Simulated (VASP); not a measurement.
Write the native input for VASP 6.6.1 that does the following.

| Property | Result |
| --- | --- |
| Task | relaxation of cell and atoms |
| Functional | BLYP |
| Potentials or basis | VASP PAW PBE potentials, release 64 (Pd) |
| Cutoff | 500 eV |
| k mesh | 10 × 10 × 10 |
| Occupations | fermi-dirac, width 0.05 eV |
| Spin | collinear spin |
| Starting moments | [0.5, 0.5] μB |
| Dipole correction | no |
| Further INCAR settings | ALGO = Normal; EDIFF = 1e-07; IBRION = 2; EDIFFG = -0.01; NSW = 80; ISIF = 3 |

The structure of Pd lies in POSCAR:

```
Pd
1.0
    0.0000000000      2.7082278367      2.7082278367
    2.7082278367      0.0000000000      2.7082278367
    2.7082278367      2.7082278367      0.0000000000
Pd
2
Direct
    0.1250000000      0.1250000000      0.1250000000
    0.8750000000      0.8750000000      0.8750000000
```

This isn't the form of Pd at room conditions, which is fcc.

The input as run:

INCAR

```
AGGAC = 1.0
AGGAX = 1.0
ALDAC = 0.0
ALDAX = 1.0
ALGO = Normal
EDIFF = 1E-7
EDIFFG = -0.01
ENCUT = 500
GGA = B5
GGA_COMPAT = False
IBRION = 2
ISIF = 3
ISMEAR = -1
ISPIN = 2
LASPH = True
LCHARG = False
LMAXMIX = 4
LORBIT = 11
LREAL = False
LWAVE = False
MAGMOM = 0.5 0.5
NELM = 200
NELMIN = 4
NSW = 80
PREC = Accurate
SIGMA = 0.05
```

KPOINTS

```
k-points
0
Gamma
  10 10 10
```

Potentials or basis: VASP PAW PBE potentials, release 64 (Pd).

The run is started by

```sh
$ cat potpaw_PBE.64/Pd/POTCAR > POTCAR
$ mpirun -np 1 vasp_std > vasp.out
```

Results of the run:

* Relaxed volume: 26.02 Å³/atom
* Relaxed cell: a = 4.190 Å, b = 4.190 Å, c = 4.190 Å, α = 60.00°, β = 60.00°, γ = 60.00°
* Space group after relaxing (to 0.1 Å): Fd-3m (No. 227)
* Energy gained by relaxing: 456.5 meV/atom
* Ionic steps: 19
* Pressure after relaxing: 0.1 GPa
* Net moment: -0.88 μB per cell
* Site moments: Pd -0.43 μB
* Valence electrons inside the program's atomic spheres: Pd 9.24

Caveat: the volume moved by over 15 % at a fixed basis, so the end points are rough; the PAW data sets were made with another functional, which shifts forces and pressure a little.

Wall time 4.9 min on 1 thread of Intel(R) Xeon(R) Platinum 8488C (Sapphire Rapids), on a shared host, peak memory 0.19 GiB.
